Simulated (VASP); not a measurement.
A run of VASP 6.6.1 is set up as follows.

File INCAR:

```
SYSTEM = Si3N
PREC     = Accurate       ! precision mode
ENCUT    = 1000           ! plane-wave cutoff, eV
EDIFF    = 1E-6           ! SCF threshold, eV
ISMEAR   = 0              ! smearing method
SIGMA    = 0.05           ! smearing width, eV
LREAL    = .False.        ! projectors in reciprocal space
LASPH    = .True.         ! aspherical terms in the spheres
NELM     = 120            ! most SCF steps
ALGO     = Normal         ! electronic algorithm
ISIF     = 2              ! what is computed and relaxed
LWAVE    = .False.        ! write WAVECAR
LCHARG   = .False.        ! write CHGCAR
LDIPOL   = .True.       
IDIPOL   = 3            
DIPOL    = 0.5 0.5 0.493
GGA      = PS             ! functional
NBANDS   = 27             ! bands
GGA_COMPAT= .False.      
NELMDL   = -8
```

KPOINTS

```
Automatic mesh
0
Gamma
  8 8 1
  0 0 0
```

File POSCAR:

```
Si3N
1.0
    3.8417168278      0.0000000000      0.0000000000
    0.0000000000      3.8417168278      0.0000000000
    0.0000000000      0.0000000000     26.8912600509
Si N
6 2
Direct
    0.0000000000      0.5000000000      0.3160878287
    0.0000000000      0.0000000000      0.3665968791
    0.5000000000      0.0000000000      0.4171059295
    0.5000000000      0.5000000000      0.4672582128
    0.0000000000      0.5000000000      0.5187932353
    0.0000000000      0.0000000000      0.5689458172
    0.5000000000      0.0000000000      0.6218012196
    0.5000000000      0.0000000000      0.6637729946
```

Potentials or basis: VASP PAW PBE potentials, release 64 (Si, N_h).

Launch:

```console
$ cat potpaw_PBE.64/Si/POTCAR potpaw_PBE.64/N_h/POTCAR > POTCAR
$ mpirun -np 1 vasp_std > vasp.out
```

(1) What does it give for the largest force?

(2) Estimate the band gap on the k mesh.

Results:

(1) 0.170 eV/Å.

(2) zero (bands 17 and 18 overlap by 1.08 eV).

Caveat: the PAW data sets were made with another functional, which shifts forces and pressure a little.
